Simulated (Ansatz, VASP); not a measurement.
Zn5BiO: VASP beside Ansatz

```
Zn Bi O
1.0
     5.14072    0.00000    0.00000
     0.00000    5.14072    0.00000
     0.00000    0.00000    4.92421
Zn Bi O
5 1 1
Direct
  0.18290 0.68111 0.43557
  0.81710 0.31889 0.43557
  0.31889 0.18290 0.43557
  0.68111 0.81710 0.43557
  0.00000 0.00000 0.83212
  0.50000 0.50000 0.95867
  0.00000 0.00000 0.21629
```

Alike in both runs: functional PBE; k mesh 4 × 4 × 3; occupations gaussian, width 0.2 eV; no spin polarisation.

Ansatz relaxed the structure, and its values are those at the end. VASP's run is a single point on that final structure, the one shown.

|  | VASP | Ansatz |
| --- | --- | --- |
| version | VASP 6.6.1 | Ansatz 0.2.0 |
| potentials or method | VASP PAW PBE potentials, release 64 (Zn, Bi_d, O), cutoff 520 eV | scalar-relativistic, plane waves, PAW |
| valence electrons in the cell | 81 | 81 |

VASP gave:

| Property | Result |
| --- | --- |
| gap on the k mesh at the Fermi level (eV) | none |
| pressure (GPa) | 0.2 |
| rms of the force components (eV/Å) | 0.024 |

Question: Which values does Ansatz return?

Answer: gap on the k mesh at the Fermi level (eV): none; pressure (GPa): -0.1; rms of the force components (eV/Å): 0.004.

A gap of «none» marks a metal or a gap that the smearing closes. The functional is the same, so the differences come from potentials, cutoffs and numerics.

The k mesh is coarse, so the values compare programs but aren't converged. Neither program's run includes spin-orbit coupling.
